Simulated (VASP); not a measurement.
Crystal: SnSe2.

```
Sn Se
1.0
     3.83808    0.00000    0.00000
    -1.91904    3.32387    0.00000
     0.00000    0.00000    6.01468
Sn Se
1 2
Direct
  0.00000 0.00000 0.00000
  0.33333 0.66667 0.26509
  0.66667 0.33333 0.73491
```

| Quantity | Value |
| --- | --- |
| Program | VASP 6.6.1 |
| Task | relaxation of cell and atoms |
| Functional | LDA |
| Potentials or basis | VASP PAW LDA potentials, release 64 (Sn_d, Se) |
| Cutoff | 600 eV |
| k mesh | 12 × 12 × 6 |
| Occupations | gaussian, width 0.02 eV |
| Spin | no spin polarisation |

At the start: pressure -2.1 GPa; volume 25.58 Å³/atom.

Q: How do energy, volume and symmetry change on relaxing?

A: Over 17 steps the energy falls by 5.5 meV/atom and the volume is 24.63 Å³/atom (-3.7 %); space group P-3m1 (No. 164, to 0.05 Å).

The path:
```csv
step,energy change (eV),largest force (eV/Å),pressure (GPa),volume (Å³)
1,0.0000,0.2124,-2.11,76.73
2,-0.0052,0.2931,1.80,73.06
3,-0.0153,0.0573,-0.04,74.66
4,-0.0153,0.0518,-0.11,74.70
5,-0.0156,0.0350,-0.09,74.59
6,-0.0158,0.0074,-0.06,74.41
7,-0.0159,0.0213,0.06,74.24
8,-0.0160,0.0359,0.19,74.05
9,-0.0161,0.0339,0.18,74.03
10,-0.0163,0.0270,0.14,73.99
11,-0.0164,0.0137,0.04,73.91
12,-0.0164,0.0114,0.02,73.89
13,-0.0164,0.0110,0.01,73.89
14,-0.0164,0.0100,0.00,73.88
15,-0.0164,0.0056,-0.01,73.89
16,-0.0164,0.0054,-0.04,73.89
17,-0.0164,0.0016,-0.03,73.89
```

Final structure:
```
Sn Se
1.0
     3.80427    0.00000    0.00000
    -1.90214    3.29460    0.00000
     0.00000    0.00000    5.89546
Sn Se
1 2
Cartesian
  0.0000 0.0000 0.0000
  0.0000 2.1964 1.5785
  1.9021 1.0982 4.3169
```
